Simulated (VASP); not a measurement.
# TiCrC4N4 (P-43m) in VASP: single point with PBE

Aim: the single point of TiCrC4N4 with PBE.

All numbers are computed with VASP 6.6.1; they aren't measurements. Logs are shortened: lines on timing, memory, paths and dates and some standing lists are left out, and cuts for length are marked.

## 1. The cell of the first run

The structure is cubic, space group P-43m (No. 215). Conventional cell: a = 5.933 Å, b = 5.933 Å, c = 5.933 Å, α = 90.00°, β = 90.00°, γ = 90.00°. Ti (site symmetry -43m) has 4 N at 2.03 Å within 2.7 Å. Cr (site symmetry -43m) has 4 C at 1.94 Å within 2.6 Å. Within 1.6 Å of C (site symmetry 3m) lie 1 N at 1.17 Å. Within 1.6 Å of N (site symmetry 3m) lie 1 C at 1.17 Å.

## 2. Single point, PBE, collinear spin, ferrimagnetic start

Contents of INCAR:

```
SYSTEM = TiCrC4N4
PREC = Accurate
ENCUT = 520
EDIFF = 1E-6
ISMEAR = 0
SIGMA = 0.1
LREAL = .FALSE.
LASPH = .TRUE.
NELM = 150
ALGO = Normal
ISIF = 2
LWAVE = .FALSE.
LCHARG = .FALSE.
ISPIN = 2
MAGMOM = -1 3 0 0 0 0 0 0 0 0
LORBIT = 11
LMAXMIX = 4
GGA = PE
NBANDS = 45
```

Contents of KPOINTS:

```
Automatic mesh
0
G
  4 4 4
  0 0 0
```

Contents of POSCAR:

```
TiCrC4N4
1.0
    5.9328513700      0.0000000000      0.0000000000
    0.0000000000      5.9328513700      0.0000000000
    0.0000000000      0.0000000000      5.9328513700
Ti Cr C N
1 1 4 4
Direct
    0.5000000000      0.5000000000      0.5000000000
    0.0000000000      0.0000000000      0.0000000000
    0.1885947800      0.1885947800      0.1885947800
    0.1885947800      0.8114052200      0.8114052200
    0.8114052200      0.1885947800      0.8114052200
    0.8114052200      0.8114052200      0.1885947800
    0.3024523200      0.3024523200      0.3024523200
    0.3024523200      0.6975476800      0.6975476800
    0.6975476800      0.3024523200      0.6975476800
    0.6975476800      0.6975476800      0.3024523200
```

Potentials or basis: VASP PAW PBE potentials, release 64 (Ti_sv, Cr_pv, C, N).

Run with:

```sh
$ cat potpaw_PBE.64/Ti_sv/POTCAR potpaw_PBE.64/Cr_pv/POTCAR potpaw_PBE.64/C/POTCAR potpaw_PBE.64/N/POTCAR > POTCAR
$ mpirun -np 1 vasp_std > vasp.out
```

OUTCAR:

```text
SYSTEM = TiCrC4N4
   PREC = Accurate
   ENCUT = 520
   EDIFF = 1E-6
   ISMEAR = 0
   LREAL = .FALSE.
   LASPH = .TRUE.
   NELM = 150
   ISIF = 2
   ISPIN = 2
   LORBIT = 11
   GGA = PE

 ion  position               nearest neighbor table
   1  0.500  0.500  0.500-   7 2.03   8 2.03   9 2.03  10 2.03
   2  0.000  0.000  0.000-   3 1.94   4 1.94   5 1.94   6 1.94
   3  0.189  0.189  0.189-   7 1.17   2 1.94
   4  0.189  0.811  0.811-   8 1.17   2 1.94
   5  0.811  0.189  0.811-   9 1.17   2 1.94
   6  0.811  0.811  0.189-  10 1.17   2 1.94
   7  0.302  0.302  0.302-   3 1.17   1 2.03
   8  0.302  0.698  0.698-   4 1.17   1 2.03
   9  0.698  0.302  0.698-   5 1.17   1 2.03
  10  0.698  0.698  0.302-   6 1.17   1 2.03

  LATTYP: Found a simple cubic cell.
 ALAT       =     5.9328513700

  Lattice vectors:

 A1 = (   5.9328513700,   0.0000000000,   0.0000000000)
 A2 = (   0.0000000000,   5.9328513700,   0.0000000000)
 A3 = (   0.0000000000,   0.0000000000,   5.9328513700)

Analysis of symmetry for initial positions (statically):
=====================================================================
 Subroutine PRICEL returns:
 Original cell was already a primitive cell.

 Routine SETGRP: Setting up the symmetry group for a
 simple cubic supercell.

 Subroutine GETGRP returns: Found 24 space group operations
 (whereof 24 operations were pure point group operations)
 out of a pool of 48 trial point group operations.

The static configuration has the point symmetry T_d .

Analysis of symmetry for dynamics (positions and initial velocities):
=====================================================================
 Subroutine PRICEL returns:
 Original cell was already a primitive cell.

 Routine SETGRP: Setting up the symmetry group for a
 simple cubic supercell.

 Subroutine GETGRP returns: Found 24 space group operations
 (whereof 24 operations were pure point group operations)
 out of a pool of 48 trial point group operations.

The dynamic configuration has the point symmetry T_d .

Analysis of structural, dynamic, and magnetic symmetry:
=====================================================================
 Subroutine PRICEL returns:
 Original cell was already a primitive cell.

 Routine SETGRP: Setting up the symmetry group for a
 simple cubic supercell.

 Subroutine GETGRP returns: Found 24 space group operations
 (whereof 24 operations were pure point group operations)
 out of a pool of 48 trial point group operations.

The overall configuration has the point symmetry T_d .

 Subroutine INISYM returns: Found 24 space group operations
 (whereof 24 operations are pure point group operations),
 and found     1 'primitive' translations

----------------------------------------------------------------------------------------

                                     Primitive cell

  volume of cell :     208.8288

  direct lattice vectors                    reciprocal lattice vectors
     5.932851370  0.000000000  0.000000000     0.168553017  0.000000000  0.000000000
     0.000000000  5.932851370  0.000000000     0.000000000  0.168553017  0.000000000
     0.000000000  0.000000000  5.932851370     0.000000000  0.000000000  0.168553017

  length of vectors
     5.932851370  5.932851370  5.932851370     0.168553017  0.168553017  0.168553017

  position of ions in fractional coordinates (direct lattice)
     0.500000000  0.500000000  0.500000000
     0.000000000  0.000000000  0.000000000
     0.188594780  0.188594780  0.188594780
     0.188594780  0.811405220  0.811405220
     0.811405220  0.188594780  0.811405220
     0.811405220  0.811405220  0.188594780
     0.302452320  0.302452320  0.302452320
     0.302452320  0.697547680  0.697547680
     0.697547680  0.302452320  0.697547680
     0.697547680  0.697547680  0.302452320

  ion indices of the primitive-cell ions
   primitive index   ion index
                 1           1
                 2           2
                 3           3
                 4           4
                 5           5
                 6           6
                 7           7
                 8           8
                 9           9
                10          10

----------------------------------------------------------------------------------------

 KPOINTS: Automatic mesh

Automatic generation of k-mesh.
 Grid dimensions read from file:
 generate k-points for:    4    4    4

 Generating k-lattice:

  Cartesian coordinates                     Fractional coordinates (reciprocal lattice)
     0.042138254  0.000000000  0.000000000     0.250000000  0.000000000  0.000000000
     0.000000000  0.042138254  0.000000000     0.000000000  0.250000000  0.000000000
     0.000000000  0.000000000  0.042138254     0.000000000  0.000000000  0.250000000

  Length of vectors
     0.042138254  0.042138254  0.042138254

  Shift w.r.t. Gamma in fractional coordinates (k-lattice)
     0.000000000  0.000000000  0.000000000

 Subroutine IBZKPT returns following result:
 ===========================================

 Found     10 irreducible k-points:

 Following reciprocal coordinates:
            Coordinates               Weight
  0.000000  0.000000  0.000000      1.000000
  0.250000  0.000000  0.000000      6.000000
  0.500000  0.000000  0.000000      3.000000
  0.250000  0.250000  0.000000     12.000000
  0.500000  0.250000  0.000000     12.000000
  0.500000  0.500000  0.000000      3.000000
  0.250000  0.250000  0.250000      8.000000
  0.500000  0.250000  0.250000     12.000000
  0.500000  0.500000  0.250000      6.000000
  0.500000  0.500000  0.500000      1.000000
   k-points           NKPTS =     10   k-points in BZ     NKDIM =     10   number of bands    NBANDS=     45
   number of dos      NEDOS =    301   number of ions     NIONS =     10
   total plane-waves  NPLWV = 110592
   dimension x,y,z NGX =    48 NGY =   48 NGZ =   48
   dimension x,y,z NGXF=    96 NGYF=   96 NGZF=   96
   ions per type =               1   1   4   4
   NGX,Y,Z   is equivalent  to a cutoff of  13.45, 13.45, 13.45 a.u.
   NGXF,Y,Z  is equivalent  to a cutoff of  26.90, 26.90, 26.90 a.u.
 SYSTEM =  TiCrC4N4
   PREC   = accura    normal or accurate (medium, high low for compatibility)
   ISTART =      0    job   : 0-new  1-cont  2-samecut
   ICHARG =      2    charge: 1-file 2-atom 10-const
   ISPIN  =      2    spin polarized calculation?
   LNONCOLLINEAR =      F non collinear calculations
   LSORBIT =      F    spin-orbit coupling
   LASPH  =      T    aspherical Exc in radial PAW
   ENCUT  =  520.0 eV  38.22 Ry    6.18 a.u.  11.03 11.03 11.03*2*pi/ulx,y,z
   NELM   =    150;   NELMIN=  2; NELMDL= -5     # of ELM steps
   EDIFF  = 0.1E-05   stopping-criterion for ELM
   LREAL  =      F    real-space projection
   EDIFFG = 0.1E-04   stopping-criterion for IOM
   NSW    =      0    number of steps for IOM
   IBRION =     -1    ionic relax: 0-MD 1-quasi-New 2-CG
   NFREE  =      0    steps in history (QN), initial steepest desc. (CG)
   ISIF   =      2    stress and relaxation
   ISYM   =      2    0-nonsym 1-usesym 2-fastsym
   POTIM  = 0.5000    time-step for ionic-motion
   TEBEG  =    0.0;   TEEND  =   0.0 temperature during run
   PSTRESS=    0.0 pullay stress
   NELECT =      60.0000    total number of electrons
   NUPDOWN=      -1.0000    fix difference up-down
   EMIN   =  10.00;   EMAX   =-10.00  energy-range for DOS
   EFERMI =   0.00;   METHOD = LEGACY
   ISMEAR =     0;   SIGMA  =   0.10  broadening in eV -4-tet -1-fermi 0-gaus
   EFERMI_NEDOS =   21; number of points for ismear=-14 and -15
   IALGO  =     38    algorithm
   IMIX   =      4    mixing-type and parameters
     AMIX     =   0.40;   BMIX     =  1.00
     AMIX_MAG =   1.60;   BMIX_MAG =  1.00
  volume/ion in A,a.u.               =      20.88       140.92
  Fermi-wavevector in a.u.,A,eV,Ry     =   1.080260  2.041396 15.877488  1.166962
  Thomas-Fermi vector in A             =   2.216247
   LORBIT       =     11    0 simple, 1 ext, 2 COOP (PROOUT), +10 PAW based schemes
   GGA     = PE    functional components
   LHFCALC =     F    Hartree Fock is set to
   AEXX    =    0.0000 exact exchange contribution
   IVDW    =     0    specifies the selected vdW correction
   LEPSILON=     F    determine dielectric tensor
   LRPA    =     F    only Hartree local field effects (RPA)
 spin polarized calculation
 Gauss-broadening in eV      SIGMA  =   0.10
  energy-cutoff  :      520.00
  volume of cell :      208.83
 maximum number of plane-waves:      5656
 NGX is ok and might be reduce to    48
   NGX = 23   NGY = 23   NGZ = 23

 number of electron      60.0000016 magnetization       1.8836022

 Free energy of the ion-electron system (eV)
  ---------------------------------------------------
  ext. energy  EPLUGINS =         0.00000000
  ---------------------------------------------------
  free energy    TOTEN  =       -85.35783443 eV

  energy without entropy =      -85.33516912  energy(sigma->0) =      -85.34650178

 E-fermi :   0.2964     XC(G=0):  -7.1689

 val. band max:        0.2898344355   @ k =   0.5000   0.0000   0.0000
 cond. band min:       0.3286663105   @ k =   0.5000   0.5000   0.0000
 fundamental gap:      0.0388318750
 Fermi energy:         0.2963536063

 spin component 1

 k-point     1 :       0.0000    0.0000    0.0000
  band No.  band energies     occupation
      1     -58.0090      1.00000
      2     -42.9039      1.00000
      3     -42.9039      1.00000
      4     -42.9039      1.00000
      5     -34.2659      1.00000
      6     -34.2659      1.00000
[... 34 lines left out ...]
     41       4.7535      0.00000
     42       4.8960      0.00000
[... 363 lines left out ...]
      1     -58.0090      1.00000
      2     -42.9039      1.00000
      3     -42.9039      1.00000
      4     -42.9039      1.00000
      5     -34.2659      1.00000
      6     -34.2659      1.00000
[... 34 lines left out ...]
     41       4.9589      0.00000
     42       4.9589      0.00000
 Fermi energy:         0.2963536063

 spin component 2

 k-point     1 :       0.0000    0.0000    0.0000
  band No.  band energies     occupation
      1     -57.2735      1.00000
      2     -42.4422      1.00000
      3     -42.4422      1.00000
      4     -42.4422      1.00000
      5     -33.5317      1.00000
      6     -33.5317      1.00000
[... 34 lines left out ...]
     41       4.8819      0.00000
     42       5.1938      0.00000
[... 363 lines left out ...]
      1     -57.2735      1.00000
      2     -42.4423      1.00000
      3     -42.4422      1.00000
      4     -42.4422      1.00000
      5     -33.5318      1.00000
      6     -33.5318      1.00000
[... 34 lines left out ...]
     41       5.2259      0.00000
     42       5.2260      0.00000
 [bands above 42 left out]

------------------------ aborting loop because EDIFF is reached ----------------------------------------

  FORCE on cell =-STRESS in cart. coord.  units (eV):
  Direction    XX          YY          ZZ          XY          YZ          ZX
  --------------------------------------------------------------------------------------
  -------------------------------------------------------------------------------------
  Total        0.0184539      0.0184539      0.0184539     -0.0000000      0.0000000      0.0000000
  in kB        0.1415821      0.1415821      0.1415821     -0.0000000      0.0000000      0.0000000
  external PRESSURE =       0.1415821 kB  Pullay stress =       0.0000000 kB

 VOLUME and BASIS-vectors are now :
 -----------------------------------------------------------------------------
  energy-cutoff  :      520.00
  volume of cell :      208.83
      direct lattice vectors                 reciprocal lattice vectors
     5.932851370  0.000000000  0.000000000     0.168553017  0.000000000  0.000000000
     0.000000000  5.932851370  0.000000000     0.000000000  0.168553017  0.000000000
     0.000000000  0.000000000  5.932851370     0.000000000  0.000000000  0.168553017

 POSITION                                       TOTAL-FORCE (eV/Angst)
 -----------------------------------------------------------------------------------
      2.96643      2.96643      2.96643        -0.000000     -0.000000      0.000000
      0.00000      0.00000      0.00000        -0.000000     -0.000000     -0.000000
      1.11890      1.11890      1.11890        -1.748661     -1.748661     -1.748661
      1.11890      4.81395      4.81395        -1.748661      1.748661      1.748661
      4.81395      1.11890      4.81395         1.748661     -1.748661      1.748661
      4.81395      4.81395      1.11890         1.748661      1.748661     -1.748661
      1.79440      1.79440      1.79440         1.957695      1.957695      1.957695
      1.79440      4.13845      4.13845         1.957695     -1.957695     -1.957695
      4.13845      1.79440      4.13845        -1.957695      1.957695     -1.957695
      4.13845      4.13845      1.79440        -1.957695     -1.957695      1.957695
 -----------------------------------------------------------------------------------
    total drift:                               -0.000000     -0.000000     -0.000000

  FREE ENERGIE OF THE ION-ELECTRON SYSTEM (eV)
  ---------------------------------------------------
  free  energy   TOTEN  =       -85.3578344319 eV

  energy  without entropy=      -85.3351691238  energy(sigma->0) =      -85.34650178

 total charge

# of ion       s       p       d       tot
------------------------------------------
    1        2.178   6.153   1.824  10.155
    2        0.383   6.379   4.269  11.031
    3        0.965   1.631   0.000   2.596
    4        0.965   1.631   0.000   2.596
    5        0.965   1.631   0.000   2.596
    6        0.965   1.631   0.000   2.596
    7        1.300   2.624   0.000   3.924
    8        1.300   2.624   0.000   3.924
    9        1.300   2.624   0.000   3.924
   10        1.300   2.624   0.000   3.924
--------------------------------------------------
tot         11.619  29.556   6.093  47.267

 magnetization (x)

# of ion       s       p       d       tot
------------------------------------------
    1        0.005   0.011   0.727   0.743
    2        0.002   0.041   0.414   0.457
    3       -0.000   0.032   0.000   0.032
    4       -0.000   0.032   0.000   0.032
    5       -0.000   0.032   0.000   0.032
    6       -0.000   0.032   0.000   0.032
    7       -0.002  -0.002   0.000  -0.003
    8       -0.002  -0.002   0.000  -0.003
    9       -0.002  -0.002   0.000  -0.003
   10       -0.002  -0.002   0.000  -0.003
--------------------------------------------------
tot         -0.000   0.173   1.141   1.313
```

Wall time 4.6 min (1 thread of Intel Xeon Platinum 8488C (Sapphire Rapids), shared host); peak memory 0.48 GiB.

What came out:

```
Free energy                                           : -85.3578 eV
Pressure                                              : 0.0 GPa
Largest force                                         : 3.391 eV/Å
Net moment                                            : 1.88 μB per cell
Site moments                                          : Ti +0.74; Cr +0.46; C +0.03; N -0.00 μB
Valence electrons inside the program's atomic spheres : Ti 10.15; Cr 11.03; C 2.60; N 3.92
```

Forces in eV/Å, atoms in the order of the input:
```
Ti   0.000  0.000  0.000
Cr   0.000  0.000  0.000
C   -1.749 -1.749 -1.749
C   -1.749  1.749  1.749
C    1.749 -1.749  1.749
C    1.749  1.749 -1.749
N    1.958  1.958  1.958
N    1.958 -1.958 -1.958
N   -1.958  1.958 -1.958
N   -1.958 -1.958  1.958
```

Caveat: a cell with one magnetic atom can't hold antiferromagnetic order, which such compounds often take; forces of over 1 eV/Å act on the atoms, so gaps and moduli don't describe the material at rest. With open d or f shells a metallic result of PBE can be an artefact of self-interaction; +U or a hybrid may open a gap.
